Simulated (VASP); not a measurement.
Crystal: TaBr3F.

```xyz
5
Lattice="5.2679 0.0000 0.0000 0.0000 5.2679 0.0000 0.0000 0.0000 5.2679" Properties=species:S:1:pos:R:3 pbc="T T T"
Ta    0.0000    0.0000    0.0000
Br    2.6340    0.0000    2.6340
Br    0.0000    2.6340    2.6340
Br    2.6340    2.6340    0.0000
F     2.6340    2.6340    2.6340
```

```yaml
Program: VASP 6.6.1
Task: relaxation of cell and atoms
Functional: PBE
Potentials_or_basis: VASP PAW PBE potentials, release 64 (Ta_pv, Br, F)
Cutoff: 600 eV
k_mesh: 4 × 4 × 4
Occupations: gaussian, width 0.1 eV
Spin: no spin polarisation
```

At the start: pressure -7.4 GPa; volume 29.24 Å³/atom.

**Question.** Where does the relaxation end?

**Answer.** Over 3 steps the energy falls by 226.7 meV/atom and the volume is 21.97 Å³/atom (-24.9 %); space group Pm-3m (No. 221, to 0.05 Å).

Step by step:
```
step  energy change (eV)  largest force (eV/Å)  pressure (GPa)  volume (Å³)
   1              0.0000                0.0000           -7.35       146.19
   2             -1.0009                0.0000           -3.81       119.59
   3             -1.1335                0.0000           -0.21       109.83
```

Final structure:
```
CELL_PARAMETERS angstrom
4.78896 0.00000 0.00000
0.00000 4.78896 0.00000
0.00000 0.00000 4.78896
ATOMIC_POSITIONS crystal
Ta 0.00000 0.00000 0.00000
Br 0.50000 0.00000 0.50000
Br 0.00000 0.50000 0.50000
Br 0.50000 0.50000 0.00000
F 0.50000 0.50000 0.50000
```

Caveat: the volume moved by over 15 % at a fixed basis, so the end points are rough.
